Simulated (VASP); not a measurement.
# Mo in VASP: single point with PBE+D3(BJ)

Aim: the single point of Mo with PBE+D3(BJ).

Everything below comes from runs of VASP 6.6.1. Logs are shortened: lines on timing, memory, paths and dates and some standing lists are left out, and cuts for length are marked.

## (1) The cell of the first run

The cell holds a slab with vacuum, 20 atoms: a = 6.260 Å, b = 6.260 Å, c = 22.260 Å, α = 90.00°, β = 90.00°, γ = 90.00°.

## (2) Single point, PBE+D3(BJ)

The input, INCAR:

```
SYSTEM = Mo
PREC = Accurate ; ENCUT = 520
EDIFF = 1E-6 ; ISMEAR = 0
SIGMA = 0.1 ; LREAL = Auto
LASPH = .True. ; NELM = 80
ALGO = Normal ; ISIF = 2
LWAVE = .False. ; LCHARG = .False.
LDIPOL = .True. ; IDIPOL = 3
DIPOL = 0.5 0.5 0.499 ; GGA = PE
IVDW = 12 ; NBANDS = 156
```

The input, KPOINTS:

```
regular mesh
0
Gamma
  3 3 1
  0 0 0
```

The input, POSCAR:

```
Mo
1.0
    6.2604336893      0.0000000000      0.0000000000
    0.0000000000      6.2604336893      0.0000000000
    0.0000000000      0.0000000000     22.2604336893
Mo
20
Direct
    0.2500000000      0.7500000000      0.3593820368
    0.2500000000      0.2500000000      0.3593820368
    0.7500000000      0.7500000000      0.3593820368
    0.7500000000      0.2500000000      0.3593820368
    0.5000000000      0.5000000000      0.4296910184
    0.5000000000      0.0000000000      0.4296910184
    0.0000000000      0.5000000000      0.4296910184
    0.0000000000      0.0000000000      0.4296910184
    0.7500000000      0.2500000000      0.4986924842
    0.7500000000      0.7500000000      0.4986924842
    0.2500000000      0.2500000000      0.4986924842
    0.2500000000      0.7500000000      0.4986924842
    0.0000000000      0.0000000000      0.5724396492
    0.0000000000      0.5000000000      0.5724396492
    0.5000000000      0.0000000000      0.5724396492
    0.5000000000      0.5000000000      0.5724396492
    0.2500000000      0.7500000000      0.6342854935
    0.2500000000      0.2500000000      0.6342854935
    0.7500000000      0.7500000000      0.6342854935
    0.7500000000      0.2500000000      0.6342854935
```

Potentials or basis: VASP PAW PBE potentials, release 64 (Mo_sv).

Started as:

```
$ cat potpaw_PBE.64/Mo_sv/POTCAR > POTCAR
$ mpirun -np 1 vasp_std > vasp.out
```

OUTCAR:

```text
SYSTEM = Mo
   PREC = Accurate
   ENCUT = 520
   EDIFF = 1E-6
   ISMEAR = 0
   LREAL = Auto
   LASPH = .True.
   NELM = 80
   ISIF = 2
   GGA = PE
   IVDW = 12
 IVDW          = 12

 ion  position               nearest neighbor table
   1  0.250  0.750  0.359-   5 2.71   6 2.71   7 2.71   8 2.71  12 3.10   3 3.13   2 3.13   2 3.13
                             3 3.13
   2  0.250  0.250  0.359-   5 2.71   6 2.71   7 2.71   8 2.71  11 3.10   4 3.13   1 3.13   1 3.13
                             4 3.13
   3  0.750  0.750  0.359-   5 2.71   6 2.71   7 2.71   8 2.71  10 3.10   4 3.13   1 3.13   4 3.13
                             1 3.13
   4  0.750  0.250  0.359-   5 2.71   6 2.71   7 2.71   8 2.71   9 3.10   3 3.13   2 3.13   3 3.13
                             2 3.13
   5  0.500  0.500  0.430-   9 2.69  10 2.69  11 2.69  12 2.69   1 2.71   2 2.71   3 2.71   4 2.71
                             6 3.13   7 3.13   6 3.13   7 3.13  16 3.18
   6  0.500  0.000  0.430-   9 2.69  10 2.69  11 2.69  12 2.69   1 2.71   2 2.71   3 2.71   4 2.71
                             5 3.13   8 3.13   5 3.13   8 3.13  15 3.18
   7  0.000  0.500  0.430-   9 2.69  10 2.69  11 2.69  12 2.69   1 2.71   2 2.71   3 2.71   4 2.71
                             5 3.13   8 3.13   8 3.13   5 3.13  14 3.18
   8  0.000  0.000  0.430-   9 2.69  10 2.69  11 2.69  12 2.69   1 2.71   2 2.71   3 2.71   4 2.71
                             6 3.13   7 3.13   7 3.13   6 3.13  13 3.18
   9  0.750  0.250  0.499-   5 2.69   6 2.69   7 2.69   8 2.69  13 2.76  14 2.76  15 2.76  16 2.76
                            20 3.02   4 3.10  11 3.13  10 3.13  10 3.13  11 3.13
  10  0.750  0.750  0.499-   5 2.69   6 2.69   7 2.69   8 2.69  13 2.76  14 2.76  15 2.76  16 2.76
                            19 3.02   3 3.10  12 3.13   9 3.13   9 3.13  12 3.13
  11  0.250  0.250  0.499-   5 2.69   6 2.69   7 2.69   8 2.69  13 2.76  14 2.76  15 2.76  16 2.76
                            18 3.02   2 3.10  12 3.13   9 3.13  12 3.13   9 3.13
[... 23 lines left out ...]
  Lattice vectors:

 A1 = (   6.2604336893,   0.0000000000,   0.0000000000)
 A2 = (   0.0000000000,   6.2604336893,   0.0000000000)
 A3 = (   0.0000000000,   0.0000000000,  22.2604336893)

Analysis of symmetry for initial positions (statically):
=====================================================================
 Subroutine PRICEL returns following result:

  LATTYP: Found a simple tetragonal cell.
 ALAT       =     3.1302168447
 C/A-ratio  =     7.1114669667

  Lattice vectors:

 A1 = (   3.1302168447,   0.0000000000,   0.0000000000)
 A2 = (   0.0000000000,   3.1302168447,   0.0000000000)
 A3 = (   0.0000000000,   0.0000000000,  22.2604336893)

   4 primitive cells build up your supercell.

 Routine SETGRP: Setting up the symmetry group for a
 simple tetragonal supercell.

 Subroutine GETGRP returns: Found  8 space group operations
 (whereof  8 operations were pure point group operations)
 out of a pool of 16 trial point group operations.

The static configuration has the point symmetry C_4v.

Analysis of symmetry for dynamics (positions and initial velocities):
=====================================================================
 Subroutine PRICEL returns following result:

  LATTYP: Found a simple tetragonal cell.
 ALAT       =     3.1302168447
 C/A-ratio  =     7.1114669667

  Lattice vectors:

 A1 = (   3.1302168447,   0.0000000000,   0.0000000000)
 A2 = (   0.0000000000,   3.1302168447,   0.0000000000)
 A3 = (   0.0000000000,   0.0000000000,  22.2604336893)

   4 primitive cells build up your supercell.

 Routine SETGRP: Setting up the symmetry group for a
 simple tetragonal supercell.

 Subroutine GETGRP returns: Found  8 space group operations
 (whereof  8 operations were pure point group operations)
 out of a pool of 16 trial point group operations.

The dynamic configuration has the point symmetry C_4v.

 Subroutine INISYM returns: Found  8 space group operations
 (whereof  8 operations are pure point group operations),
 and found     4 'primitive' translations

----------------------------------------------------------------------------------------

                                     Primitive cell

  volume of cell :     218.1135

  direct lattice vectors                    reciprocal lattice vectors
     3.130216845  0.000000000  0.000000000     0.319466685  0.000000000  0.000000000
     0.000000000  3.130216845  0.000000000     0.000000000  0.319466685  0.000000000
     0.000000000  0.000000000 22.260433689     0.000000000  0.000000000  0.044922755

  length of vectors
     3.130216845  3.130216845 22.260433689     0.319466685  0.319466685  0.044922755

  position of ions in fractional coordinates (direct lattice)
     0.500000000  0.500000000  0.359382037
     0.000000000  0.000000000  0.429691018
     0.500000000  0.500000000  0.498692484
     0.000000000  0.000000000  0.572439649
     0.500000000  0.500000000  0.634285494

  ion indices of the primitive-cell ions
   primitive index   ion index
                 1           1
                 2           5
                 3          12
                 4          13
                 5          17

----------------------------------------------------------------------------------------

 KPOINTS: regular mesh

Automatic generation of k-mesh.
 Grid dimensions read from file:
 generate k-points for:    3    3    1

 Generating k-lattice:

  Cartesian coordinates                     Fractional coordinates (reciprocal lattice)
     0.053244448  0.000000000  0.000000000     0.333333333  0.000000000  0.000000000
     0.000000000  0.053244448  0.000000000     0.000000000  0.333333333  0.000000000
     0.000000000  0.000000000  0.044922755     0.000000000  0.000000000  1.000000000

  Length of vectors
     0.053244448  0.053244448  0.044922755

  Shift w.r.t. Gamma in fractional coordinates (k-lattice)
     0.000000000  0.000000000  0.000000000

 Subroutine IBZKPT returns following result:
 ===========================================

 Found      3 irreducible k-points:

 Following reciprocal coordinates:
            Coordinates               Weight
  0.000000  0.000000  0.000000      1.000000
  0.333333  0.000000  0.000000      4.000000
  0.333333  0.333333  0.000000      4.000000
   k-points           NKPTS =      3   k-points in BZ     NKDIM =      3   number of bands    NBANDS=    156
   number of dos      NEDOS =    301   number of ions     NIONS =     20
   total plane-waves  NPLWV = 387072
   dimension x,y,z NGX =    48 NGY =   48 NGZ =  168
   dimension x,y,z NGXF=    96 NGYF=   96 NGZF=  336
   ions per type =              20
   NGX,Y,Z   is equivalent  to a cutoff of  12.75, 12.75, 12.55 a.u.
   NGXF,Y,Z  is equivalent  to a cutoff of  25.49, 25.49, 25.09 a.u.
 SYSTEM =  Mo
   PREC   = accura    normal or accurate (medium, high low for compatibility)
   ISTART =      0    job   : 0-new  1-cont  2-samecut
   ICHARG =      2    charge: 1-file 2-atom 10-const
   ISPIN  =      1    spin polarized calculation?
   LNONCOLLINEAR =      F non collinear calculations
   LSORBIT =      F    spin-orbit coupling
   LASPH  =      T    aspherical Exc in radial PAW
   ENCUT  =  520.0 eV  38.22 Ry    6.18 a.u.  11.64 11.64 41.39*2*pi/ulx,y,z
   NELM   =     80;   NELMIN=  2; NELMDL= -5     # of ELM steps
   EDIFF  = 0.1E-05   stopping-criterion for ELM
   LREAL  =      T    real-space projection
   EDIFFG = 0.1E-04   stopping-criterion for IOM
   NSW    =      0    number of steps for IOM
   IBRION =     -1    ionic relax: 0-MD 1-quasi-New 2-CG
   NFREE  =      0    steps in history (QN), initial steepest desc. (CG)
   ISIF   =      2    stress and relaxation
   ISYM   =      2    0-nonsym 1-usesym 2-fastsym
   POTIM  = 0.5000    time-step for ionic-motion
   TEBEG  =    0.0;   TEEND  =   0.0 temperature during run
   PSTRESS=    0.0 pullay stress
   NELECT =     280.0000    total number of electrons
   NUPDOWN=      -1.0000    fix difference up-down
   EMIN   =  10.00;   EMAX   =-10.00  energy-range for DOS
   EFERMI =   0.00;   METHOD = LEGACY
   ISMEAR =     0;   SIGMA  =   0.10  broadening in eV -4-tet -1-fermi 0-gaus
   EFERMI_NEDOS =   21; number of points for ismear=-14 and -15
   IALGO  =     38    algorithm
   IMIX   =      4    mixing-type and parameters
     AMIX     =   0.40;   BMIX     =  1.00
     AMIX_MAG =   1.60;   BMIX_MAG =  1.00
  volume/ion in A,a.u.               =      43.62       294.38
  Fermi-wavevector in a.u.,A,eV,Ry     =   1.120848  2.118095 17.093000  1.256300
  Thomas-Fermi vector in A             =   2.257497
   LORBIT       =      0    0 simple, 1 ext, 2 COOP (PROOUT), +10 PAW based schemes
   GGA     = PE    functional components
   LHFCALC =     F    Hartree Fock is set to
   AEXX    =    0.0000 exact exchange contribution
   IVDW    =    12    specifies the selected vdW correction
   LEPSILON=     F    determine dielectric tensor
   LRPA    =     F    only Hartree local field effects (RPA)
 non-spin polarized calculation
 Gauss-broadening in eV      SIGMA  =   0.10
  energy-cutoff  :      520.00
  volume of cell :      872.45
 maximum number of plane-waves:     23511
 NGX is ok and might be reduce to    48
   NGX = 23   NGY = 23   NGZ = 83

 dipolmoment           0.000000      0.000000      0.000958 electrons x Angstroem

 number of electron     279.9999973 magnetization

 dipolmoment           0.000000      0.000000     -0.023760 electrons x Angstroem

 Free energy of the ion-electron system (eV)
  ---------------------------------------------------
  ext. energy  EPLUGINS =         0.00000000
  ---------------------------------------------------
  free energy    TOTEN  =      -201.97045482 eV

  energy without entropy =     -201.85064093  energy(sigma->0) =     -201.91054788

 E-fermi :   2.0293     XC(G=0):  -5.8052

 val. band max:        2.0197183628   @ k =   0.3333   0.3333   0.0000
 cond. band min:       2.0962105667   @ k =   0.3333   0.3333   0.0000
 fundamental gap:      0.0764922039
 Fermi energy:         2.0293433660

 k-point     1 :       0.0000    0.0000    0.0000
  band No.  band energies     occupation
      1     -59.2174      2.00000
      2     -59.0884      2.00000
      3     -59.0884      2.00000
      4     -59.0653      2.00000
      5     -58.9920      2.00000
      6     -58.9111      2.00000
[... 454 lines left out ...]
    151       2.9368      0.00000
    152       2.9368      0.00000
 [bands above 152 left out]

------------------------ aborting loop because EDIFF is reached ----------------------------------------

 vacuum level on the upper side and lower side of the slab       (xc-potential included)        -0.217        -0.130

 Edisp (eV)  -10.14508

 E8    (eV) :    -4.9768

  FORCE on cell =-STRESS in cart. coord.  units (eV):
  Direction    XX          YY          ZZ          XY          YZ          ZX
  --------------------------------------------------------------------------------------
  -------------------------------------------------------------------------------------
  Total     -19.35509   -19.35509    -4.88617     0.00000     0.00000     0.00000
  in kB     -35.54376   -35.54376    -8.97297     0.00000     0.00000     0.00000
  external pressure =      -26.69 kB  Pullay stress =        0.00 kB

 VOLUME and BASIS-vectors are now :
 -----------------------------------------------------------------------------
  energy-cutoff  :      520.00
  volume of cell :      872.45
      direct lattice vectors                 reciprocal lattice vectors
     6.260433689  0.000000000  0.000000000     0.159733343  0.000000000  0.000000000
     0.000000000  6.260433689  0.000000000     0.000000000  0.159733343  0.000000000
     0.000000000  0.000000000 22.260433689     0.000000000  0.000000000  0.044922755

 POSITION                                       TOTAL-FORCE (eV/Angst)
 -----------------------------------------------------------------------------------
      1.56511      4.69533      8.00000         0.000000     -0.000000      0.863579
      1.56511      1.56511      8.00000         0.000000      0.000000      0.863579
      4.69533      4.69533      8.00000         0.000000     -0.000000      0.863579
      4.69533      1.56511      8.00000        -0.000000     -0.000000      0.863579
      3.13022      3.13022      9.56511         0.000000      0.000000     -0.905625
      3.13022      0.00000      9.56511         0.000000     -0.000000     -0.905625
[... 12 lines left out ...]
      4.69533      4.69533     14.11947        -0.000000      0.000000      0.045615
      4.69533      1.56511     14.11947        -0.000000     -0.000000      0.045615
 -----------------------------------------------------------------------------------
    total drift:                                0.000000     -0.000000     -0.021579

  FREE ENERGIE OF THE ION-ELECTRON SYSTEM (eV)
  ---------------------------------------------------
  free  energy   TOTEN  =      -212.1155371094 eV

  energy  without entropy=     -211.9957232132  energy(sigma->0) =     -212.05563016

 vacuum level on the upper side and lower side of the slab         5.832         5.923
```

Run time: 26 min. Hardware: 1 thread of Intel Xeon Platinum 8375C at 2.90GHz (Ice Lake), shared host; peak memory 0.87 GiB.

What came out:

```
Free energy                : -212.1155 eV
Largest force              : 0.906 eV/Å
Band gap on the k mesh     : zero (bands 140 and 141 overlap by 0.28 eV)
Dispersion energy per atom : -0.507 eV
```

Forces in eV/Å, atoms in the order of the input:
```
Mo   0.000  0.000  0.864
Mo   0.000  0.000  0.864
Mo   0.000  0.000  0.864
Mo   0.000  0.000  0.864
Mo   0.000  0.000 -0.906
Mo   0.000  0.000 -0.906
Mo   0.000  0.000 -0.906
Mo   0.000  0.000 -0.906
Mo   0.000  0.000  0.010
Mo   0.000  0.000  0.010
Mo   0.000  0.000  0.010
Mo   0.000  0.000  0.010
Mo   0.000  0.000 -0.013
Mo   0.000  0.000 -0.013
Mo   0.000  0.000 -0.013
Mo   0.000  0.000 -0.013
Mo   0.000  0.000  0.046
Mo   0.000  0.000  0.046
Mo   0.000  0.000  0.046
Mo   0.000  0.000  0.046
```

The gap in the log of VASP goes by the Fermi energy; the results here count the filled bands.